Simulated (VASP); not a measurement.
**N: single point with PBE**

Crystal: N.

```
N
1.0
     2.50256    0.00000    0.00000
    -1.25128    2.16728    0.00000
     0.00000    0.00000    2.42959
N
2
Direct
  0.33333 0.66667 0.75000
  0.66667 0.33333 0.25000
```

This cell differs from its parent crystal: volume scaled by 0.98.

| Property | Result |
| --- | --- |
| Program | VASP 6.6.1 |
| Task | single point |
| Functional | PBE |
| Potentials or basis | VASP PAW PBE potentials, release 64 (N) |
| Cutoff | 520 eV |
| k mesh | 12 × 12 × 11 |
| Occupations | fermi-dirac, width 0.05 eV |
| Spin | no spin polarisation |

The pressure is 14.9 GPa and the band gap on the k mesh is zero (band 5 reaches 8.53 eV, above the bottom of band 6 at 4.27 eV).

Stress tensor (GPa, compression positive):
```
18.50  0.00  0.00
 0.00 18.50  0.00
 0.00  0.00  7.62
```

Levels at points of the mesh, in eV from the Fermi level:
```tsv
k point	band 1	band 2	band 3	band 4	band 5	band 6	band 7	band 8	band 9	band 10
(0.00, 0.00, 0.00)	-22.37	-5.60	-4.92	-2.44	-2.44	2.84	2.84	6.26	14.60	18.30
(0.50, 0.00, 0.00)	-17.66	-14.68	-5.13	-2.22	-1.57	1.72	2.78	5.17	13.68	24.35
```

It took 7.4 s on 1 thread of Intel(R) Xeon(R) Platinum 8488C (Sapphire Rapids) (shared host), peak memory 0.12 GiB.
